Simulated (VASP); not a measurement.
Set up this calculation in VASP 6.6.1, as the native input.

- Task: single point
- Functional: PBE
- Potentials or basis: VASP PAW PBE potentials, release 64 (Ti_sv, O)
- Cutoff: 520 eV
- k mesh: 6 × 6 × 10
- Occupations: gaussian, width 0.05 eV
- Spin: no spin polarisation
- Dipole correction: no
- Further INCAR settings: ALGO = Normal; EDIFF = 1e-06; NBANDS = 33

The structure of TiO2 lies in POSCAR:

```
TiO2
1.0
    4.5273148210      0.0000000000      0.0000000000
    0.0000000000      4.5273148210      0.0000000000
    0.0000000000      0.0000000000      2.8897670966
Ti O
2 4
Direct
    0.0000000000      0.0000000000      0.0039244396
    0.5000000000      0.5000000000      0.5039244396
    0.3050970583      0.3050970583     -0.0058707153
    0.1949029417      0.8050970583      0.4941292847
    0.6949029417      0.6949029417     -0.0058707153
    0.8050970583      0.1949029417      0.4941292847
```

This cell differs from its parent crystal: atoms displaced along a vibrational mode, the cell strained.

The input as run:

INCAR

```
PREC     = Accurate       # precision mode
ENCUT    = 520            # plane-wave cutoff, eV
EDIFF    = 1E-6           # SCF threshold, eV
ISMEAR   = 0              # smearing method
SIGMA    = 0.05           # smearing width, eV
LREAL    = F              # projectors in reciprocal space
LASPH    = T              # aspherical terms in the spheres
NELM     = 60             # most SCF steps
ALGO     = Normal         # electronic algorithm
ISIF     = 2              # what is computed and relaxed
LWAVE    = F              # write WAVECAR
LCHARG   = F              # write CHGCAR
GGA      = PE             # functional
NBANDS   = 33             # bands
```

KPOINTS

```
regular mesh
0
Gamma
  6 6 10
```

Potentials or basis: VASP PAW PBE potentials, release 64 (Ti_sv, O).

The run is started by

```console
$ cat potpaw_PBE.64/Ti_sv/POTCAR potpaw_PBE.64/O/POTCAR > POTCAR
$ mpirun -np 1 vasp_std > vasp.out
```

It gave:

* Pressure: 21.3 GPa
* Largest force: 0.478 eV/Å
* Band gap on the k mesh: 2.05 eV

Caveat: the cell differs from its parent crystal (atoms displaced along a vibrational mode, the cell strained); the cell stands under pressure.

Run time: 40 s on 1 thread of Intel(R) Xeon(R) 6975P-C (Granite Rapids) (shared host), peak memory 0.23 GiB.
